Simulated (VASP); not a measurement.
# GaSn4 (Im-3m) in VASP: density of states with PBE

Aim: the density of states of GaSn4 with PBE.

Program: VASP 6.6.1. These are calculated values, not measurements. Logs are shortened: lines on timing, memory, paths and dates and some standing lists are left out, and cuts for length are marked.

### 1 The cell of the first run

Symmetry: Im-3m, No. 229, cubic system. The conventional cell has a = 6.657 Å, b = 6.657 Å, c = 6.657 Å, α = 90.00°, β = 90.00°, γ = 90.00°. Within 3.8 Å of Ga (site symmetry m-3m) lie 8 Sn at 2.88 Å. Sn (site symmetry -3m) has 2 Ga at 2.88 Å and 6 Sn at 3.33 Å within 3.8 Å.

### 2 Density of states, PBE

Input file POSCAR:

```
GaSn4
1.0
   -3.3283317088      3.3283317088      3.3283317088
    3.3283317088     -3.3283317088      3.3283317088
    3.3283317088      3.3283317088     -3.3283317088
Ga Sn
1 4
Direct
    0.0000000000      0.0000000000      0.0000000000
    0.0000000000      0.0000000000      0.5000000000
    0.5000000000      0.0000000000      0.0000000000
    0.0000000000      0.5000000000      0.0000000000
    0.5000000000      0.5000000000      0.5000000000
```

Input file INCAR.step1:

```
SYSTEM = GaSn4
PREC = Accurate
ENCUT = 520
EDIFF = 1E-7
ISMEAR = 0
SIGMA = 0.1
LREAL = .False.
LASPH = .True.
NELM = 100
ALGO = Normal
ISIF = 2
LWAVE = .False.
LCHARG = .True.
GGA = PE
NBANDS = 42
```

Input file KPOINTS.step1:

```
Automatic mesh
0
Gamma
  8 8 8
  0 0 0
```

Input file INCAR.step2:

```
SYSTEM = GaSn4
PREC = Accurate
ENCUT = 520
EDIFF = 1E-7
ISMEAR = -5
SIGMA = 0.1
LREAL = .False.
LASPH = .True.
NELM = 100
ALGO = Normal
ISIF = 2
LWAVE = .False.
LCHARG = .False.
GGA = PE
LORBIT = 10
NBANDS = 42
NEDOS = 1001
ICHARG = 11
```

Input file KPOINTS.step2:

```
Automatic mesh
0
Gamma
  12 12 12
  0 0 0
```

Potentials or basis: VASP PAW PBE potentials, release 64 (Ga_d, Sn_d).

Command:

```bash
> cat potpaw_PBE.64/Ga_d/POTCAR potpaw_PBE.64/Sn_d/POTCAR > POTCAR
> cp INCAR.step1 INCAR
> cp KPOINTS.step1 KPOINTS
> mpirun -np 1 vasp_std > vasp.out
> cp INCAR.step2 INCAR
> cp KPOINTS.step2 KPOINTS
> mpirun -np 1 vasp_std > vasp.out
```

OUTCAR:

```text
SYSTEM = GaSn4
   PREC = Accurate
   ENCUT = 520
   EDIFF = 1E-7
   ISMEAR = -5
   LREAL = .False.
   LASPH = .True.
   NELM = 100
   ISIF = 2
   GGA = PE
   LORBIT = 10
   ICHARG = 11

 ion  position               nearest neighbor table
   1  0.000  0.000  0.000-   2 2.88   3 2.88   4 2.88   5 2.88   2 2.88   4 2.88   3 2.88   5 2.88

   2  0.000  0.000  0.500-   1 2.88   1 2.88   4 3.33   5 3.33   3 3.33   4 3.33   3 3.33   5 3.33

   3  0.500  0.000  0.000-   1 2.88   1 2.88   4 3.33   5 3.33   5 3.33   2 3.33   2 3.33   4 3.33

   4  0.000  0.500  0.000-   1 2.88   1 2.88   3 3.33   5 3.33   2 3.33   2 3.33   5 3.33   3 3.33

   5  0.500  0.500  0.500-   1 2.88   1 2.88   3 3.33   4 3.33   3 3.33   4 3.33   2 3.33   2 3.33

  LATTYP: Found a body centered cubic cell.
 ALAT       =     6.6566634176

  Lattice vectors:

 A1 = (  -3.3283317088,   3.3283317088,   3.3283317088)
 A2 = (   3.3283317088,  -3.3283317088,   3.3283317088)
 A3 = (   3.3283317088,   3.3283317088,  -3.3283317088)

Analysis of symmetry for initial positions (statically):
=====================================================================
 Subroutine PRICEL returns:
 Original cell was already a primitive cell.

 Routine SETGRP: Setting up the symmetry group for a
 body centered cubic supercell.

 Subroutine GETGRP returns: Found 48 space group operations
 (whereof 48 operations were pure point group operations)
 out of a pool of 48 trial point group operations.

The static configuration has the point symmetry O_h .

Analysis of symmetry for dynamics (positions and initial velocities):
=====================================================================
 Subroutine PRICEL returns:
 Original cell was already a primitive cell.

 Routine SETGRP: Setting up the symmetry group for a
 body centered cubic supercell.

 Subroutine GETGRP returns: Found 48 space group operations
 (whereof 48 operations were pure point group operations)
 out of a pool of 48 trial point group operations.

The dynamic configuration has the point symmetry O_h .

 Subroutine INISYM returns: Found 48 space group operations
 (whereof 48 operations are pure point group operations),
 and found     1 'primitive' translations

----------------------------------------------------------------------------------------

                                     Primitive cell

  volume of cell :     147.4823

  direct lattice vectors                    reciprocal lattice vectors
    -3.328331709  3.328331709  3.328331709     0.000000000  0.150225411  0.150225411
     3.328331709 -3.328331709  3.328331709     0.150225411  0.000000000  0.150225411
     3.328331709  3.328331709 -3.328331709     0.150225411  0.150225411  0.000000000

  length of vectors
     5.764839624  5.764839624  5.764839624     0.212450814  0.212450814  0.212450814

  position of ions in fractional coordinates (direct lattice)
     0.000000000  0.000000000  0.000000000
     0.000000000  0.000000000  0.500000000
     0.500000000  0.000000000  0.000000000
     0.000000000  0.500000000  0.000000000
     0.500000000  0.500000000  0.500000000

  ion indices of the primitive-cell ions
   primitive index   ion index
                 1           1
                 2           2
                 3           3
                 4           4
                 5           5

----------------------------------------------------------------------------------------

 KPOINTS: Automatic mesh

Automatic generation of k-mesh.
 Grid dimensions read from file:
 generate k-points for:   12   12   12

 Generating k-lattice:

  Cartesian coordinates                     Fractional coordinates (reciprocal lattice)
     0.000000000  0.012518784  0.012518784     0.083333333  0.000000000  0.000000000
     0.012518784  0.000000000  0.012518784     0.000000000  0.083333333  0.000000000
     0.012518784  0.012518784  0.000000000     0.000000000  0.000000000  0.083333333

  Length of vectors
     0.017704235  0.017704235  0.017704235

  Shift w.r.t. Gamma in fractional coordinates (k-lattice)
     0.000000000  0.000000000  0.000000000

 TETIRR: Found   1910 inequivalent tetrahedra from    10368

 Subroutine IBZKPT returns following result:
 ===========================================

 Found     72 irreducible k-points:

 Following reciprocal coordinates:
            Coordinates               Weight
  0.000000  0.000000  0.000000      1.000000
  0.083333  0.000000  0.000000     12.000000
  0.166667  0.000000  0.000000     12.000000
  0.250000  0.000000  0.000000     12.000000
  0.333333  0.000000  0.000000     12.000000
  0.416667  0.000000  0.000000     12.000000
[... 16 lines left out ...]
  0.333333  0.083333  0.083333     24.000000
  0.416667  0.083333  0.083333     12.000000
 [... further k-points ...]
   k-points           NKPTS =     72   k-points in BZ     NKDIM =     72   number of bands    NBANDS=     42
   number of dos      NEDOS =   1001   number of ions     NIONS =      5
   total plane-waves  NPLWV = 110592
   dimension x,y,z NGX =    48 NGY =   48 NGZ =   48
   dimension x,y,z NGXF=    96 NGYF=   96 NGZF=   96
   ions per type =               1   4
   NGX,Y,Z   is equivalent  to a cutoff of  13.84, 13.84, 13.84 a.u.
   NGXF,Y,Z  is equivalent  to a cutoff of  27.68, 27.68, 27.68 a.u.
 SYSTEM =  GaSn4
   PREC   = accura    normal or accurate (medium, high low for compatibility)
   ISTART =      0    job   : 0-new  1-cont  2-samecut
   ICHARG =     11    charge: 1-file 2-atom 10-const
   ISPIN  =      1    spin polarized calculation?
   LNONCOLLINEAR =      F non collinear calculations
   LSORBIT =      F    spin-orbit coupling
   LASPH  =      T    aspherical Exc in radial PAW
   ENCUT  =  520.0 eV  38.22 Ry    6.18 a.u.  10.72 10.72 10.72*2*pi/ulx,y,z
   NELM   =    100;   NELMIN=  2; NELMDL=  0     # of ELM steps
   EDIFF  = 0.1E-06   stopping-criterion for ELM
   LREAL  =      F    real-space projection
   EDIFFG = 0.1E-05   stopping-criterion for IOM
   NSW    =      0    number of steps for IOM
   IBRION =     -1    ionic relax: 0-MD 1-quasi-New 2-CG
   NFREE  =      0    steps in history (QN), initial steepest desc. (CG)
   ISIF   =      2    stress and relaxation
   ISYM   =      2    0-nonsym 1-usesym 2-fastsym
   POTIM  = 0.5000    time-step for ionic-motion
   TEBEG  =    0.0;   TEEND  =   0.0 temperature during run
   PSTRESS=    0.0 pullay stress
   NELECT =      69.0000    total number of electrons
   NUPDOWN=      -1.0000    fix difference up-down
   EMIN   =  10.00;   EMAX   =-10.00  energy-range for DOS
   EFERMI =   0.00;   METHOD = LEGACY
   ISMEAR =    -5;   SIGMA  =   0.10  broadening in eV -4-tet -1-fermi 0-gaus
   EFERMI_NEDOS =   21; number of points for ismear=-14 and -15
   IALGO  =     38    algorithm
   IMIX   =      4    mixing-type and parameters
     AMIX     =   0.40;   BMIX     =  1.00
     AMIX_MAG =   1.60;   BMIX_MAG =  1.00
  volume/ion in A,a.u.               =      29.50       199.05
  Fermi-wavevector in a.u.,A,eV,Ry     =   1.270900  2.401652 21.975939  1.615186
  Thomas-Fermi vector in A             =   2.403862
   LORBIT       =     10    0 simple, 1 ext, 2 COOP (PROOUT), +10 PAW based schemes
   GGA     = PE    functional components
   LHFCALC =     F    Hartree Fock is set to
   AEXX    =    0.0000 exact exchange contribution
   IVDW    =     0    specifies the selected vdW correction
   LEPSILON=     F    determine dielectric tensor
   LRPA    =     F    only Hartree local field effects (RPA)
 non-spin polarized calculation
 Fermi weights with tetrahedron method with Bloechl corrections
  energy-cutoff  :      520.00
  volume of cell :      147.48
 maximum number of plane-waves:      4028
 NGX is ok and might be reduce to    48

 number of electron      69.0000029 magnetization

 Free energy of the ion-electron system (eV)
  ---------------------------------------------------
  ext. energy  EPLUGINS =         0.00000000
  ---------------------------------------------------
  free energy    TOTEN  =       -17.38996696 eV

  energy without entropy =      -17.38996696  energy(sigma->0) =      -17.38996696

 E-fermi :   6.0343     XC(G=0):  -9.6182

 val. band max:        6.1099746352   @ k =   0.5000   0.5000   0.2500
 cond. band min:       5.9282801259   @ k =   0.5000   0.5000   0.3333
 fundamental gap:     -0.1816945093
 Fermi energy:         6.0342616553

 k-point     1 :       0.0000    0.0000    0.0000
  band No.  band energies     occupation
      1     -15.5028      2.00000
      2     -15.5028      2.00000
      3     -15.4699      2.00000
      4     -15.4265      2.00000
      5     -15.4265      2.00000
      6     -15.4198      2.00000
[... 34 lines left out ...]
     41       9.3469      0.00000
     42      12.9200      0.00000

 k-point     2 :       0.0833    0.0000    0.0000
  band No.  band energies     occupation
      1     -15.5012      2.00000
      2     -15.4987      2.00000
      3     -15.4680      2.00000
      4     -15.4253      2.00000
      5     -15.4247      2.00000
      6     -15.4210      2.00000
[... 34 lines left out ...]
     41       9.3926      0.00000
     42      12.7226      0.00000

 k-point     3 :       0.1667    0.0000    0.0000
  band No.  band energies     occupation
      1     -15.4967      2.00000
      2     -15.4868      2.00000
      3     -15.4623      2.00000
      4     -15.4249      2.00000
      5     -15.4219      2.00000
      6     -15.4195      2.00000
[... 897 lines left out ...]
      4     -15.4130      2.00000
      5     -15.4047      2.00000
      6     -15.3980      2.00000
[... 34 lines left out ...]
     41       9.6492      0.00000
     42      10.3429      0.00000

 k-point    24 :       0.4167    0.0833    0.0833
  band No.  band energies     occupation
      1     -15.4489      2.00000
      2     -15.4481      2.00000
      3     -15.4198      2.00000
      4     -15.4123      2.00000
      5     -15.3903      2.00000
      6     -15.3891      2.00000
[... 34 lines left out ...]
     41       9.4117      0.00000
     42       9.9846      0.00000

 [... further k-points ...]
[... 5 lines left out ...]
  --------------------------------------------------------------------------------------
  -------------------------------------------------------------------------------------
  Total       -0.0230702     -0.0230702     -0.0230702      0.0000000      0.0000000      0.0000000
  in kB       -0.2506239     -0.2506239     -0.2506239      0.0000000      0.0000000      0.0000000
  external PRESSURE =      -0.2506239 kB  Pullay stress =       0.0000000 kB

 VOLUME and BASIS-vectors are now :
 -----------------------------------------------------------------------------
  energy-cutoff  :      520.00
  volume of cell :      147.48
      direct lattice vectors                 reciprocal lattice vectors
    -3.328331709  3.328331709  3.328331709     0.000000000  0.150225411  0.150225411
     3.328331709 -3.328331709  3.328331709     0.150225411  0.000000000  0.150225411
     3.328331709  3.328331709 -3.328331709     0.150225411  0.150225411  0.000000000

 POSITION                                       TOTAL-FORCE (eV/Angst)
 -----------------------------------------------------------------------------------
      0.00000      0.00000      0.00000        -0.000000     -0.000000     -0.000000
      1.66417      1.66417     -1.66417        -0.000000      0.000000     -0.000000
     -1.66417      1.66417      1.66417        -0.000000     -0.000000     -0.000000
      1.66417     -1.66417      1.66417         0.000000      0.000000      0.000000
      1.66417      1.66417      1.66417         0.000000      0.000000      0.000000
 -----------------------------------------------------------------------------------
    total drift:                                0.000000      0.000000     -0.000000

  FREE ENERGIE OF THE ION-ELECTRON SYSTEM (eV)
  ---------------------------------------------------
  free  energy   TOTEN  =       -17.3899669625 eV

  energy  without entropy=      -17.3899669625  energy(sigma->0) =      -17.38996696

 total charge

# of ion       s       p       d       tot
------------------------------------------
    1        1.012   0.639   9.976  11.627
    2        1.269   0.921   9.964  12.153
    3        1.269   0.921   9.964  12.153
    4        1.269   0.921   9.964  12.153
    5        1.269   0.921   9.964  12.153
--------------------------------------------------
tot          6.087   4.323  49.831  60.240
```

Run time: 5.4 min. Hardware: 1 thread of Intel Xeon 6975P-C (Granite Rapids), shared host; peak memory 0.54 GiB.

What came out:

```
Valence electrons inside the program's atomic spheres : Ga 11.63; Sn 12.15
```

Caveat: spin-orbit coupling is left out, which moves the levels of the heavy elements; tetrahedron occupations give inexact forces and stress in metals.
